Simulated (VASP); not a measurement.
Input of a VASP 6.6.1 run:

Contents of INCAR:

```
SYSTEM = Na4H
ALGO = Normal ; DIPOL = 0.5 0.5 0.289
EDIFF = 1E-7 ; ENCUT = 520
GGA = PE ; IDIPOL = 3
ISIF = 2 ; ISMEAR = 0
LASPH = .TRUE. ; LCHARG = .FALSE.
LDIPOL = .TRUE. ; LREAL = .FALSE.
LWAVE = .FALSE. ; NBANDS = 40
NELM = 100 ; PREC = Accurate
SIGMA = 0.1
```

KPOINTS

```
k-points
0
G
  4 4 1
  0 0 0
```

POSCAR

```
Na4H
1.0
    7.2665057608      0.0000000000      0.0000000000
   -2.4221685869      6.8509273320      0.0000000000
    0.0000000000      0.0000000000     20.9665385532
Na H
8 2
Direct
    0.2500000000      0.2500000000      0.1907801800
    0.2500000000      0.7500000000      0.1907801800
    0.7500000000      0.2500000000      0.1907801800
    0.7500000000      0.7500000000      0.1907801800
    0.0000000000      0.0000000000      0.3322693699
    0.0000000000      0.5000000000      0.3322693699
    0.5000000000      0.0000000000      0.3322693699
    0.5000000000      0.5000000000      0.3322693699
   -0.0812632673      0.7500000000      0.3995193833
    0.0812632673      0.7500000000      0.3995193833
```

Potentials or basis: VASP PAW PBE potentials, release 64 (Na_pv, H).

Run with:

```bash
$ cat potpaw_PBE.64/Na_pv/POTCAR potpaw_PBE.64/H/POTCAR > POTCAR
$ mpirun -np 1 vasp_std > vasp.out
```

What does it give for the largest force?

2.084 eV/Å.

What does it give for the band gap on the k mesh?

Zero (bands 29 and 30 overlap by 0.69 eV).

Forces on the atoms (eV/Å):
```
Na   0.012  0.014  0.029
Na   0.037  0.001  0.011
Na  -0.012 -0.014  0.029
Na  -0.037 -0.001  0.011
Na   0.022  0.059 -0.056
Na  -0.022 -0.059 -0.056
Na   0.004 -0.061  0.054
Na  -0.004  0.061  0.054
H    2.068 -0.259 -0.037
H   -2.068  0.259 -0.037
```
